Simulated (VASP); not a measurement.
# ZnCu (R3m) in VASP: a series of runs, part 2 of 2

VASP 6.6.1. Earlier steps stand in the parts before.

## (4) Single point, PBE (shortest bond scaled by 0.7)

File INCAR:

```
ALGO = Normal
EDIFF = 1E-7
ENCUT = 520
GGA = PE
ISIF = 2
ISMEAR = -1
LASPH = True
LCHARG = False
LREAL = False
LWAVE = False
NBANDS = 18
NELM = 60
PREC = Accurate
SIGMA = 0.05
```

File KPOINTS:

```
k-points
0
Gamma
  10 10 10
```

File POSCAR:

```
ZnCu
1.0
    2.9450000000      0.0000000000      0.0000000000
    0.0000000000      2.9450000000      0.0000000000
    0.0000000000      0.0000000000      2.9450000000
Zn Cu
1 1
Direct
    0.4250000000      0.4250000000      0.4250000000
    0.0750000000      0.0750000000      0.0750000000
```

Potentials or basis: VASP PAW PBE potentials, release 64 (Zn, Cu).

Started as:

```bash
> cat potpaw_PBE.64/Zn/POTCAR potpaw_PBE.64/Cu/POTCAR > POTCAR
> mpirun -np 1 vasp_std > vasp.out
```

OUTCAR:

```text
EDIFF = 1E-7
   ENCUT = 520
   GGA = PE
   ISIF = 2
   ISMEAR = -1
   LASPH = True
   LREAL = False
   NELM = 60
   PREC = Accurate

 ion  position               nearest neighbor table
   1  0.425  0.425  0.425-   2 1.79   2 2.41   2 2.41   2 2.41   2 2.90   2 2.90   2 2.90
   2  0.075  0.075  0.075-   1 1.79   1 2.41   1 2.41   1 2.41   1 2.90   1 2.90   1 2.90

  LATTYP: Found a simple cubic cell.
 ALAT       =     2.9450000000

  Lattice vectors:

 A1 = (   2.9450000000,   0.0000000000,   0.0000000000)
 A2 = (   0.0000000000,   2.9450000000,   0.0000000000)
 A3 = (   0.0000000000,   0.0000000000,   2.9450000000)

Analysis of symmetry for initial positions (statically):
=====================================================================
 Subroutine PRICEL returns:
 Original cell was already a primitive cell.

 Routine SETGRP: Setting up the symmetry group for a
 simple cubic supercell.

 Subroutine GETGRP returns: Found  6 space group operations
 (whereof  6 operations were pure point group operations)
 out of a pool of 48 trial point group operations.

The static configuration has the point symmetry C_3v.

Analysis of symmetry for dynamics (positions and initial velocities):
=====================================================================
 Subroutine PRICEL returns:
 Original cell was already a primitive cell.

 Routine SETGRP: Setting up the symmetry group for a
 simple cubic supercell.

 Subroutine GETGRP returns: Found  6 space group operations
 (whereof  6 operations were pure point group operations)
 out of a pool of 48 trial point group operations.

The dynamic configuration has the point symmetry C_3v.

 Subroutine INISYM returns: Found  6 space group operations
 (whereof  6 operations are pure point group operations),
 and found     1 'primitive' translations

----------------------------------------------------------------------------------------

                                     Primitive cell

  volume of cell :      25.5421

  direct lattice vectors                    reciprocal lattice vectors
     2.945000000  0.000000000  0.000000000     0.339558574  0.000000000  0.000000000
     0.000000000  2.945000000  0.000000000     0.000000000  0.339558574  0.000000000
     0.000000000  0.000000000  2.945000000     0.000000000  0.000000000  0.339558574

  length of vectors
     2.945000000  2.945000000  2.945000000     0.339558574  0.339558574  0.339558574

  position of ions in fractional coordinates (direct lattice)
     0.425000000  0.425000000  0.425000000
     0.075000000  0.075000000  0.075000000

  ion indices of the primitive-cell ions
   primitive index   ion index
                 1           1
                 2           2

----------------------------------------------------------------------------------------

 KPOINTS: k-points

Automatic generation of k-mesh.
 Grid dimensions read from file:
 generate k-points for:   10   10   10

 Generating k-lattice:

  Cartesian coordinates                     Fractional coordinates (reciprocal lattice)
     0.033955857  0.000000000  0.000000000     0.100000000  0.000000000  0.000000000
     0.000000000  0.033955857  0.000000000     0.000000000  0.100000000  0.000000000
     0.000000000  0.000000000  0.033955857     0.000000000  0.000000000  0.100000000

  Length of vectors
     0.033955857  0.033955857  0.033955857

  Shift w.r.t. Gamma in fractional coordinates (k-lattice)
     0.000000000  0.000000000  0.000000000

 Subroutine IBZKPT returns following result:
 ===========================================

 Found    116 irreducible k-points:

 Following reciprocal coordinates:
            Coordinates               Weight
  0.000000  0.000000  0.000000      1.000000
  0.100000  0.000000  0.000000      6.000000
  0.200000  0.000000  0.000000      6.000000
  0.300000  0.000000  0.000000      6.000000
  0.400000  0.000000  0.000000      6.000000
  0.500000  0.000000  0.000000      3.000000
[... 16 lines left out ...]
  0.300000  0.300000  0.000000      6.000000
 -0.300000  0.300000  0.000000      6.000000
 [... further k-points ...]
   k-points           NKPTS =    116   k-points in BZ     NKDIM =    116   number of bands    NBANDS=     18
   number of dos      NEDOS =    301   number of ions     NIONS =      2
   total plane-waves  NPLWV =  13824
   dimension x,y,z NGX =    24 NGY =   24 NGZ =   24
   dimension x,y,z NGXF=    48 NGYF=   48 NGZF=   48
   ions per type =               1   1
   NGX,Y,Z   is equivalent  to a cutoff of  13.55, 13.55, 13.55 a.u.
   NGXF,Y,Z  is equivalent  to a cutoff of  27.10, 27.10, 27.10 a.u.
 SYSTEM =  unknown system
   PREC   = accura    normal or accurate (medium, high low for compatibility)
   ISTART =      0    job   : 0-new  1-cont  2-samecut
   ICHARG =      2    charge: 1-file 2-atom 10-const
   ISPIN  =      1    spin polarized calculation?
   LNONCOLLINEAR =      F non collinear calculations
   LSORBIT =      F    spin-orbit coupling
   LASPH  =      T    aspherical Exc in radial PAW
   ENCUT  =  520.0 eV  38.22 Ry    6.18 a.u.   5.48  5.48  5.48*2*pi/ulx,y,z
   NELM   =     60;   NELMIN=  2; NELMDL= -5     # of ELM steps
   EDIFF  = 0.1E-06   stopping-criterion for ELM
   LREAL  =      F    real-space projection
   EDIFFG = 0.1E-05   stopping-criterion for IOM
   NSW    =      0    number of steps for IOM
   IBRION =     -1    ionic relax: 0-MD 1-quasi-New 2-CG
   NFREE  =      0    steps in history (QN), initial steepest desc. (CG)
   ISIF   =      2    stress and relaxation
   ISYM   =      2    0-nonsym 1-usesym 2-fastsym
   POTIM  = 0.5000    time-step for ionic-motion
   TEBEG  =    0.0;   TEEND  =   0.0 temperature during run
   PSTRESS=    0.0 pullay stress
   NELECT =      23.0000    total number of electrons
   NUPDOWN=      -1.0000    fix difference up-down
   EMIN   =  10.00;   EMAX   =-10.00  energy-range for DOS
   EFERMI =   0.00;   METHOD = LEGACY
   ISMEAR =    -1;   SIGMA  =   0.05  broadening in eV -4-tet -1-fermi 0-gaus
   EFERMI_NEDOS =   21; number of points for ismear=-14 and -15
   IALGO  =     38    algorithm
   IMIX   =      4    mixing-type and parameters
     AMIX     =   0.40;   BMIX     =  1.00
     AMIX_MAG =   1.60;   BMIX_MAG =  1.00
  volume/ion in A,a.u.               =      12.77        86.18
  Fermi-wavevector in a.u.,A,eV,Ry     =   1.580880  2.987429 34.003415  2.499180
  Thomas-Fermi vector in A             =   2.681040
   LORBIT       =      0    0 simple, 1 ext, 2 COOP (PROOUT), +10 PAW based schemes
   GGA     = PE    functional components
   LHFCALC =     F    Hartree Fock is set to
   AEXX    =    0.0000 exact exchange contribution
   IVDW    =     0    specifies the selected vdW correction
   LEPSILON=     F    determine dielectric tensor
   LRPA    =     F    only Hartree local field effects (RPA)
 non-spin polarized calculation
  energy-cutoff  :      520.00
  volume of cell :       25.54
 maximum number of plane-waves:       711
 NGX is ok and might be reduce to    24

 number of electron      22.9999986 magnetization

 Free energy of the ion-electron system (eV)
  ---------------------------------------------------
  ext. energy  EPLUGINS =         0.00000000
  ---------------------------------------------------
  free energy    TOTEN  =        -1.98376891 eV

  energy without entropy =       -1.98068229  energy(sigma->0) =       -1.98222560

 E-fermi :   5.6670     XC(G=0): -12.2416

 val. band max:        5.6402849571   @ k =  -0.3000   0.4000   0.2000
 cond. band min:       5.7127545531   @ k =   0.3000   0.0000   0.0000
 fundamental gap:      0.0724695960
 Fermi energy:         5.6670337727

 k-point     1 :       0.0000    0.0000    0.0000
  band No.  band energies     occupation
      1      -4.7656      2.00000
      2      -2.8992      2.00000
      3      -2.8992      2.00000
      4      -2.7032      2.00000
      5      -1.8736      2.00000
      6      -1.8736      2.00000
[... 10 lines left out ...]
     17      16.2198      0.00000
     18      28.9667      0.00000
[... 463 lines left out ...]
 k-point    24 :      -0.3000    0.3000    0.0000
  band No.  band energies     occupation
      1      -3.0174      2.00000
      2      -2.8452      2.00000
      3      -2.4139      2.00000
      4      -2.3583      2.00000
      5      -1.9548      2.00000
      6      -1.1867      2.00000
[... 10 lines left out ...]
     17      22.8609      0.00000
     18      24.4064      0.00000

 [... further k-points ...]

------------------------ aborting loop because EDIFF is reached ----------------------------------------

  FORCE on cell =-STRESS in cart. coord.  units (eV):
  Direction    XX          YY          ZZ          XY          YZ          ZX
  --------------------------------------------------------------------------------------
  -------------------------------------------------------------------------------------
  Total        8.5763178      8.5763178      8.5763178      7.0340925      7.0340925      7.0340925
  in kB      537.9668930    537.9668930    537.9668930    441.2276889    441.2276889    441.2276889
  external PRESSURE =     537.9668930 kB  Pullay stress =       0.0000000 kB

 VOLUME and BASIS-vectors are now :
 -----------------------------------------------------------------------------
  energy-cutoff  :      520.00
  volume of cell :       25.54
      direct lattice vectors                 reciprocal lattice vectors
     2.945000000  0.000000000  0.000000000     0.339558574  0.000000000  0.000000000
     0.000000000  2.945000000  0.000000000     0.000000000  0.339558574  0.000000000
     0.000000000  0.000000000  2.945000000     0.000000000  0.000000000  0.339558574

 POSITION                                       TOTAL-FORCE (eV/Angst)
 -----------------------------------------------------------------------------------
      1.25162      1.25162      1.25162         7.803755      7.803755      7.803755
      0.22088      0.22088      0.22088        -7.803755     -7.803755     -7.803755
 -----------------------------------------------------------------------------------
    total drift:                                0.001213      0.001213      0.001219

  FREE ENERGIE OF THE ION-ELECTRON SYSTEM (eV)
  ---------------------------------------------------
  free  energy   TOTEN  =        -1.9837689113 eV

  energy  without entropy=       -1.9806822877  energy(sigma->0) =       -1.98222560
```

OSZICAR:

```text
N       E                     dE             d eps       ncg     rms          rms(c)
DAV:   1     0.115741128395E+03    0.11574E+03   -0.10344E+04  4440   0.203E+03
DAV:   2     0.202759189315E+01   -0.11371E+03   -0.10943E+03  4198   0.302E+02
DAV:   3    -0.280246011699E+01   -0.48301E+01   -0.47925E+01  4678   0.763E+01
DAV:   4    -0.284331682647E+01   -0.40857E-01   -0.40845E-01  4658   0.647E+00
DAV:   5    -0.284394059736E+01   -0.62377E-03   -0.62376E-03  4598   0.831E-01    0.113E+01
DAV:   6    -0.254618826546E+01    0.29775E+00   -0.83020E+00  4474   0.880E+01    0.499E+00
DAV:   7    -0.201415030447E+01    0.53204E+00   -0.22241E+00  4478   0.821E+01    0.404E+00
DAV:   8    -0.199156185133E+01    0.22588E-01   -0.14068E-01  4778   0.494E+00    0.140E+00
DAV:   9    -0.198402770679E+01    0.75341E-02   -0.17053E-02  4968   0.323E+00    0.198E-01
DAV:  10    -0.198380036538E+01    0.22734E-03   -0.20160E-03  6322   0.815E-01    0.582E-02
DAV:  11    -0.198376949297E+01    0.30872E-04   -0.18540E-04  5128   0.423E-01    0.996E-03
DAV:  12    -0.198377026994E+01   -0.77697E-06   -0.11112E-05  4462   0.302E-02    0.771E-03
DAV:  13    -0.198376894461E+01    0.13253E-05   -0.23153E-07  3740   0.920E-03    0.535E-04
DAV:  14    -0.198376891134E+01    0.33266E-07   -0.38046E-08  2324   0.479E-03
   1 F= -.19837689E+01 E0= -.19822256E+01  d E =-.308662E-02
```

Run time: 63 s. Hardware: 1 thread of Intel Xeon 8259CL, shared host; peak memory 0.18 GiB.

Results:

```yaml
Free_energy: -1.9838 eV
Pressure: 53.8 GPa
Largest_force: 13.517 eV/Å
Band_gap_on_the_k_mesh: zero (an odd number of electrons rules out a gap without spin polarisation)
```

Forces in eV/Å, atoms in the order of the input:
```
Zn   7.804  7.804  7.804
Cu  -7.804 -7.804 -7.804
```

Levels at points of the mesh, in eV from the Fermi level:
```csv
k point,band 8,band 9,band 10,band 11,band 12,band 13,band 14,band 15
"(0.00, 0.00, 0.00)",-4.12,-3.15,-3.15,-2.95,7.27,7.27,7.29,10.25
"(0.50, 0.00, 0.00)",-3.84,-3.50,-3.28,-3.01,-2.28,10.32,10.48,12.13
"(0.50, 0.50, 0.00)",-3.50,-3.29,-2.96,-1.89,-1.39,1.06,2.30,14.02
"(0.50, 0.50, 0.50)",-4.62,-2.95,-2.95,1.76,2.79,2.79,4.07,5.98
```

Caveat: the cell differs from its parent crystal (shortest bond scaled by 0.7); the cell stands under pressure; forces of over 1 eV/Å act on the atoms, so gaps and moduli don't describe the material at rest.

## (5) Single point, PBE (shortest bond scaled by 0.64)

File INCAR:

```
PREC = Accurate
ENCUT = 520
EDIFF = 1E-6
ISMEAR = -1
SIGMA = 0.05
LREAL = F
LASPH = T
NELM = 100
ALGO = Normal
ISIF = 2
LWAVE = F
LCHARG = F
GGA = PE
NBANDS = 18
```

File KPOINTS:

```
Automatic mesh
0
Gamma
  10 10 10
```

File POSCAR:

```
ZnCu
1.0
    2.9450000000      0.0000000000      0.0000000000
    0.0000000000      2.9450000000      0.0000000000
    0.0000000000      0.0000000000      2.9450000000
Zn Cu
1 1
Direct
    0.4100000000      0.4100000000      0.4100000000
    0.0900000000      0.0900000000      0.0900000000
```

Potentials or basis: VASP PAW PBE potentials, release 64 (Zn, Cu).

Started as:

```bash
> cat potpaw_PBE.64/Zn/POTCAR potpaw_PBE.64/Cu/POTCAR > POTCAR
> mpirun -np 1 vasp_std > vasp.out
```

OUTCAR:

```text
PREC = Accurate
   ENCUT = 520
   EDIFF = 1E-6
   ISMEAR = -1
   LREAL = F
   LASPH = T
   NELM = 100
   ISIF = 2
   GGA = PE

 ion  position               nearest neighbor table
   1  0.410  0.410  0.410-   2 1.63   2 2.41   2 2.41   2 2.41
   2  0.090  0.090  0.090-   1 1.63   1 2.41   1 2.41   1 2.41

  LATTYP: Found a simple cubic cell.
 ALAT       =     2.9450000000

  Lattice vectors:

 A1 = (   2.9450000000,   0.0000000000,   0.0000000000)
 A2 = (   0.0000000000,   2.9450000000,   0.0000000000)
 A3 = (   0.0000000000,   0.0000000000,   2.9450000000)

Analysis of symmetry for initial positions (statically):
=====================================================================
 Subroutine PRICEL returns:
 Original cell was already a primitive cell.

 Routine SETGRP: Setting up the symmetry group for a
 simple cubic supercell.

 Subroutine GETGRP returns: Found  6 space group operations
[... 159 lines left out ...]
  ext. energy  EPLUGINS =         0.00000000
  ---------------------------------------------------
  free energy    TOTEN  =         0.81638104 eV

  energy without entropy =        0.81976937  energy(sigma->0) =        0.81807521

 E-fermi :   5.7229     XC(G=0): -12.1713

 val. band max:        5.7015598093   @ k =   0.4000   0.4000   0.2000
 cond. band min:       5.7306237768   @ k =  -0.3000   0.4000   0.2000
 fundamental gap:      0.0290639675
 Fermi energy:         5.7228580659

 k-point     1 :       0.0000    0.0000    0.0000
  band No.  band energies     occupation
      1      -4.6875      2.00000
      2      -3.4458      2.00000
      3      -3.4458      2.00000
      4      -3.3870      2.00000
      5      -2.1355      2.00000
      6      -2.1355      2.00000
[... 481 lines left out ...]
      5      -2.1260      2.00000
      6      -1.2094      2.00000
[... 10 lines left out ...]
     17      22.9866      0.00000
     18      24.1253      0.00000

 [... further k-points ...]

------------------------ aborting loop because EDIFF is reached ----------------------------------------

  FORCE on cell =-STRESS in cart. coord.  units (eV):
  Direction    XX          YY          ZZ          XY          YZ          ZX
  --------------------------------------------------------------------------------------
  -------------------------------------------------------------------------------------
  Total       13.7134870     13.7134870     13.7134870     11.9600670     11.9600670     11.9600670
  in kB      860.2062308    860.2062308    860.2062308    750.2194127    750.2194127    750.2194127
  external PRESSURE =     860.2062308 kB  Pullay stress =       0.0000000 kB

 VOLUME and BASIS-vectors are now :
 -----------------------------------------------------------------------------
  energy-cutoff  :      520.00
  volume of cell :       25.54
      direct lattice vectors                 reciprocal lattice vectors
     2.945000000  0.000000000  0.000000000     0.339558574  0.000000000  0.000000000
     0.000000000  2.945000000  0.000000000     0.000000000  0.339558574  0.000000000
     0.000000000  0.000000000  2.945000000     0.000000000  0.000000000  0.339558574

 POSITION                                       TOTAL-FORCE (eV/Angst)
 -----------------------------------------------------------------------------------
      1.20745      1.20745      1.20745        13.693991     13.693991     13.693991
      0.26505      0.26505      0.26505       -13.693991    -13.693991    -13.693991
 -----------------------------------------------------------------------------------
    total drift:                               -0.000753     -0.000753     -0.000762

  FREE ENERGIE OF THE ION-ELECTRON SYSTEM (eV)
  ---------------------------------------------------
  free  energy   TOTEN  =         0.8163810372 eV

  energy  without entropy=        0.8197693742  energy(sigma->0) =        0.81807521
```

OSZICAR:

```text
N       E                     dE             d eps       ncg     rms          rms(c)
DAV:   1     0.119176949906E+03    0.11918E+03   -0.10355E+04  4408   0.204E+03
DAV:   2     0.521250775213E+01   -0.11396E+03   -0.10959E+03  4184   0.304E+02
DAV:   3     0.171206360078E+00   -0.50413E+01   -0.50153E+01  4692   0.780E+01
DAV:   4     0.126069110426E+00   -0.45137E-01   -0.45123E-01  4658   0.676E+00
DAV:   5     0.125343205184E+00   -0.72591E-03   -0.72589E-03  4672   0.901E-01    0.130E+01
DAV:   6     0.434641883868E+00    0.30930E+00   -0.52354E+00  4458   0.777E+01    0.552E+00
DAV:   7     0.765890134383E+00    0.33125E+00   -0.16598E+00  4474   0.706E+01    0.525E+00
DAV:   8     0.813068394255E+00    0.47178E-01   -0.13200E-01  6534   0.842E+00    0.890E-01
DAV:   9     0.816208710961E+00    0.31403E-02   -0.10659E-02  5684   0.243E+00    0.135E-01
DAV:  10     0.816370835817E+00    0.16212E-03   -0.16048E-03  6188   0.463E-01    0.291E-02
DAV:  11     0.816380617683E+00    0.97819E-05   -0.86395E-05  5808   0.246E-01    0.703E-03
DAV:  12     0.816381037191E+00    0.41951E-06   -0.41709E-06  4450   0.226E-02
   1 F= 0.81638104E+00 E0= 0.81807521E+00  d E =-.338834E-02
```

Run time: 55 s. Hardware: 1 thread of Intel Xeon 8259CL, shared host; peak memory 0.18 GiB.

Results:

```yaml
Free_energy: 0.8164 eV
Pressure: 86.0 GPa
Largest_force: 23.719 eV/Å
Band_gap_on_the_k_mesh: zero (an odd number of electrons rules out a gap without spin polarisation)
```

Forces on the atoms (eV/Å):
```
Zn   13.694  13.694  13.694
Cu  -13.694 -13.694 -13.694
```

Stress tensor (GPa, compression positive):
```
86.02 75.02 75.02
75.02 86.02 75.02
75.02 75.02 86.02
```

Levels at points of the mesh, in eV from the Fermi level:
| k point | band 7 | band 8 | band 9 | band 10 | band 11 | band 12 | band 13 | band 14 | band 15 | band 16 |
| --- | --- | --- | --- | --- | --- | --- | --- | --- | --- | --- |
| (0.00, 0.00, 0.00) | -4.28 | -4.28 | -3.25 | -3.25 | -3.03 | 7.68 | 7.68 | 7.99 | 9.84 | 9.84 |
| (0.50, 0.00, 0.00) | -5.13 | -3.94 | -3.65 | -3.30 | -3.11 | -2.35 | 10.44 | 10.48 | 12.02 | 12.08 |
| (0.50, 0.50, 0.00) | -4.37 | -3.73 | -3.42 | -3.12 | -1.91 | -1.16 | 0.76 | 2.42 | 13.96 | 15.37 |
| (0.50, 0.50, 0.50) | -4.74 | -4.74 | -3.10 | -3.10 | 1.69 | 2.46 | 2.46 | 4.04 | 6.26 | 6.26 |

Caveat: the cell differs from its parent crystal (shortest bond scaled by 0.64); atoms lie so close that the PAW spheres overlap strongly, which falsifies energies and pressures; the cell stands under pressure; forces of over 1 eV/Å act on the atoms, so gaps and moduli don't describe the material at rest.

## (6) Summary

| cell | gap on the mesh (eV) | pressure (GPa) | largest force (eV/Å) |
| --- | --- | --- | --- |
| as given, shortest bond scaled by 0.94 | none | 4.2 | 0.79 |
| as given, shortest bond scaled by 0.7 | none | 53.8 | 13.52 |
| as given, shortest bond scaled by 0.64 | none | 86.0 | 23.72 |

Some of these runs hold the atoms at other places in the same cell, which the table doesn't show; runs alike in all that it shows share one row.

Alike in all rows: task single point; level PBE; potentials or basis VASP PAW PBE potentials, release 64 (Zn, Cu); no spin polarisation; k mesh 10 × 10 × 10; cutoff (eV) 520; smearing fermi-dirac 0.05 eV.

Caveats: the cell stands under pressure; forces of over 1 eV/Å act on the atoms, so gaps and moduli don't describe the material at rest (at least some runs); atoms lie so close that the PAW spheres overlap strongly, which falsifies energies and pressures (at least some runs).

Absolute energies hang on the potentials; compare differences alone.
